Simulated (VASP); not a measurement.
**BN: single point with PBE+D3(BJ)**

BN:

```
B N
1.0
     2.50612    0.00000    0.00000
    -1.25306    2.17037    0.00000
     0.00000    0.00000    6.59736
B N
2 2
Direct
  0.88942 0.77884 0.45635
  0.33333 0.66667 0.00000
  0.00000 0.00000 0.00000
  0.66667 0.33333 0.50000
```

This cell differs from its parent crystal: atom 1 (B) moved by -0.480 Å along [1 2 0] and -0.288 Å along [0 0 1].

```yaml
Program: VASP 6.6.1
Task: single point
Functional: PBE
Dispersion: D3(BJ)
Potentials_or_basis: VASP PAW PBE potentials, release 64 (B, N)
Cutoff: 520 eV
k_mesh: 12 × 12 × 4
Occupations: gaussian, width 0.05 eV
Spin: no spin polarisation
Dipole_correction: no
Further_INCAR_settings: ALGO = Normal; EDIFF = 1e-07; NBANDS = 16
```

* Pressure: 63.8 GPa
* Largest force: 48.798 eV/Å
* Band gap on the k mesh: 2.03 eV, indirect (least direct gap 3.18 eV)
* Dispersion energy per atom: -0.143 eV

Forces in eV/Å, atoms in the order of the input:
```
B     0.000  48.073  -8.375
B     0.000  -0.006  -0.242
N     0.000   0.001   0.204
N     0.000 -48.068   8.413
```

Stress tensor (GPa, compression positive):
```
  3.59   0.00   0.00
  0.00 178.06 -61.63
  0.00 -61.63   9.69
```

Levels at points of the mesh, in eV from the valence-band top:
| k point | band 5 | band 6 | band 7 | band 8 | band 9 | band 10 | band 11 | band 12 |
| --- | --- | --- | --- | --- | --- | --- | --- | --- |
| (0.00, 0.00, 0.00) | -5.30 | -3.22 | -3.22 | 0.00 | 3.18 | 7.82 | 8.19 | 9.54 |
| (0.50, 0.00, 0.00) | -6.01 | -4.18 | -3.84 | -2.72 | 2.81 | 4.30 | 5.58 | 7.95 |
| (0.00, 0.50, 0.00) | -6.01 | -3.85 | -3.04 | -2.88 | 2.35 | 3.27 | 7.92 | 9.82 |
| (0.00, 0.00, 0.50) | -5.24 | -3.22 | -3.22 | 0.00 | 4.54 | 6.49 | 8.19 | 9.36 |
| (0.50, 0.00, 0.50) | -6.01 | -4.19 | -3.73 | -2.76 | 2.77 | 4.41 | 5.03 | 8.12 |
| (0.00, 0.50, 0.50) | -6.01 | -3.85 | -3.02 | -2.75 | 2.03 | 3.13 | 8.04 | 10.06 |

Wall time 96 s on 1 thread of Intel(R) Xeon(R) Platinum 8259CL CPU @ 2.50GHz (Skylake/Cascade Lake), with other jobs on the host, peak memory 0.22 GiB.

Caveat: the cell differs from its parent crystal (atom 1 (B) moved by -0.480 Å along [1 2 0] and -0.288 Å along [0 0 1]); forces of over 1 eV/Å act on the atoms, so gaps and moduli don't describe the material at rest. A k mesh can miss the band edges.
